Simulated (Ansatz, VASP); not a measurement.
One calculation of La4H, two programs

```
CELL_PARAMETERS angstrom
6.85406 -1.90158 0.00000
6.85406 1.90158 0.00000
-3.04050 0.00000 5.83312
ATOMIC_POSITIONS crystal
La 0.11987 0.11987 0.44462
La 0.62381 0.62381 0.95345
La 0.88013 0.88013 0.55538
La 0.37619 0.37619 0.04655
H 0.00000 0.00000 0.00000
```

Change from the starting cell: relaxed end of: species swapped into the MnB4 type (C2/m, No. 12).

Alike in both runs: functional PBE; k mesh 10 × 10 × 6; occupations gaussian, width 0.1 eV; no spin polarisation.

Ansatz relaxed the structure, and its values are those at the end. VASP's run is a single point on that final structure, the one shown.

|  | VASP | Ansatz |
| --- | --- | --- |
| version | VASP 6.6.1 | Ansatz 0.2.0 |
| potentials or method | VASP PAW PBE potentials, release 64 (La, H), cutoff 520 eV | scalar-relativistic, plane waves, PAW |
| valence electrons in the cell | 45 | 45 |

|  | VASP | Ansatz | Ansatz less VASP |
| --- | --- | --- | --- |
| gap on the k mesh at the Fermi level (eV) | none | none | - |
| pressure (GPa) | 0.1 | 0.0 | -0.04 |

A gap of «none» marks a metal or a gap that the smearing closes.

Spin-orbit coupling is off throughout.
